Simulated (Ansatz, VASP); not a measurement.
## Two plane-wave programs on Sn3Te

The input INCAR:

```
PREC = Accurate
ENCUT = 520
EDIFF = 1E-6
ISMEAR = 0
SIGMA = 0.1
LREAL = False
LASPH = True
NELM = 100
ALGO = Fast
ISIF = 2
LWAVE = False
LCHARG = False
GGA = PE
NBANDS = 32
```

KPOINTS

```
Automatic mesh
0
Gamma
  4 4 4
```

Contents of POSCAR:

```
Sn3Te
1.0
    4.9137996085      0.0000000000      0.0000000000
    0.0000000000      4.9137996085      0.0000000000
    0.0000000000      0.0000000000      4.9137996085
Sn Te
3 1
Direct
    0.5000000000      0.5000000000      0.0000000000
    0.5000000000      0.0000000000      0.5000000000
    0.0000000000      0.5000000000      0.5000000000
    0.0000000000      0.0000000000      0.0000000000
```

Input for Ansatz:

```yaml
crystal:
  lattice:
    - [4.9137996085, 0.0, 0.0]
    - [0.0, 4.9137996085, 0.0]
    - [0.0, 0.0, 4.9137996085]
  atoms:
    - { symbol: Sn, position: [0.5, 0.5, 0.0] }
    - { symbol: Sn, position: [0.5, 0.0, 0.5] }
    - { symbol: Sn, position: [0.0, 0.5, 0.5] }
    - { symbol: Te, position: [0.0, 0.0, 0.0] }
basis:
  ecutwfc: 420
  ecutrho_ratio: 6
kpoints:
  mp_grid: { grid: [4, 4, 4] }
hamiltonian:
  xc: pbe
scf:
  occupations: { method: gaussian, width: 0.1 }
output:
  forces: true
  stress: true
  eigenvalues: true
```

Alike in both runs: task single point; functional PBE; k mesh 4 × 4 × 4; occupations gaussian, width 0.1 eV; no spin polarisation.

|  | VASP | Ansatz |
| --- | --- | --- |
| version | VASP 6.6.1 | Ansatz 0.2.0 |
| potentials or method | VASP PAW PBE potentials, release 64 (Sn_d, Te), cutoff 520 eV | scalar-relativistic, plane waves, PAW |
| valence electrons in the cell | 48 | 58 |

|  | VASP | Ansatz | Ansatz less VASP |
| --- | --- | --- | --- |
| gap on the k mesh at the Fermi level (eV) | none | none | - |
| pressure (GPa) | -1.2 | -1.2 | +0.02 |

A gap of «none» marks a metal or a gap that the smearing closes. VASP's potentials hold 48 valence electrons a cell and Ansatz's 58, so a difference there can come from the potentials and not from the codes.

Spin-orbit coupling is off throughout.
